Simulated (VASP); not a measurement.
AlP: single point with PBE

AlP:

```
Al P
1.0
     0.00000    2.72550    2.72550
     2.72550    0.00000    2.72550
     2.72550    2.72550    0.00000
Al P
1 1
Cartesian
  0.0000 0.0000 0.0000
  1.3627 1.3627 1.3627
```

```json
{
 "Program": "VASP 6.6.1",
 "Task": "single point",
 "Functional": "PBE",
 "Potentials or basis": "VASP PAW PBE potentials, release 64 (Al, P)",
 "Cutoff": "500 eV",
 "k mesh": "2 × 2 × 2",
 "Occupations": "gaussian, width 0.01 eV",
 "Spin": "no spin polarisation"
}
```

```yaml
Pressure: 8.8 GPa
Band_gap_on_the_k_mesh: 1.37 eV, indirect (least direct gap 3.31 eV)
```

Levels at points of the mesh, in eV from the valence-band top:
```
           k point  band 1  band 2  band 3  band 4  band 5  band 6  band 7  band 8
(0.00, 0.00, 0.00)  -11.58    0.00    0.00    0.00    3.31    4.34    4.34    4.34
(0.50, 0.00, 0.00)   -9.82   -5.70   -0.80   -0.80    2.69    4.60    4.60    8.18
(0.50, 0.50, 0.00)   -9.12   -5.48   -2.20   -2.20    1.37    2.28   10.98   10.98
```

Wall time 6.7 s on 1 thread of Intel Xeon 8259CL (shared host), peak memory 0.14 GiB.

Caveat: the k points lie up to 1.00 Å⁻¹ apart. PBE gaps usually lie below the measured ones, often by a third to a half.
